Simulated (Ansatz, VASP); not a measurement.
# One calculation of Si, two programs

```
Si
1.0
    -1.35693    1.35693    1.35693
     1.35693   -1.35693    1.35693
     1.35693    1.35693   -1.35693
Si
1
Direct
  0.00000 0.00000 0.00000
```

Change from the starting cell: volume scaled by 0.7, LAPW.

Alike in both runs: task single point; functional PBEsol; k mesh 19 × 19 × 19; occupations fermi-dirac, width 0.1 eV; no spin polarisation.

|  | VASP | Ansatz |
| --- | --- | --- |
| version | VASP 6.6.1 | Ansatz 0.2.0 |
| potentials or method | VASP PAW PBE potentials, release 64 (Si), cutoff 520 eV | all-electron LAPW, scalar-relativistic |

```csv
,VASP,Ansatz,Ansatz less VASP
pressure (GPa),76.2,75.8,-0.42
```

VASP's potentials were made for PBE, not for PBEsol. Both programs put the cell under a high pressure, so it lies far from rest at this level. Ansatz ran all-electron here, and VASP with PAW potentials.

Noted on VASP's run: the cell as given lies far from equilibrium.
